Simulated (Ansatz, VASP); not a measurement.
**YMn3 in VASP and in Ansatz**

```
CELL_PARAMETERS angstrom
3.89016 0.00000 0.00000
0.00000 3.89016 0.00000
0.00000 0.00000 3.89016
ATOMIC_POSITIONS crystal
Mn 0.00000 0.50000 0.50000
Mn 0.50000 0.00000 0.50000
Mn 0.50000 0.50000 0.00000
Y 0.00000 0.00000 0.00000
```

Alike in both runs: functional PBE; k mesh 10 × 10 × 10; occupations gaussian, width 0.1 eV; no spin polarisation.

Ansatz relaxed the structure, and its values are those at the end. VASP's run is a single point on that final structure, the one shown.

```csv
,VASP,Ansatz
version,VASP 6.6.1,Ansatz 0.2.0
potentials or method,"VASP PAW PBE potentials, release 64 (Mn_pv, Y_sv), cutoff 520 eV","scalar-relativistic, plane waves, PAW"
valence electrons in the cell,50,56
```

```csv
,VASP,Ansatz,Ansatz less VASP
gap on the k mesh at the Fermi level (eV),none,none,-
pressure (GPa),-0.1,0.0,+0.16
```

A gap of «none» marks a metal or a gap that the smearing closes. VASP's potentials hold 50 valence electrons a cell and Ansatz's 56, so a difference there can come from the potentials and not from the codes.
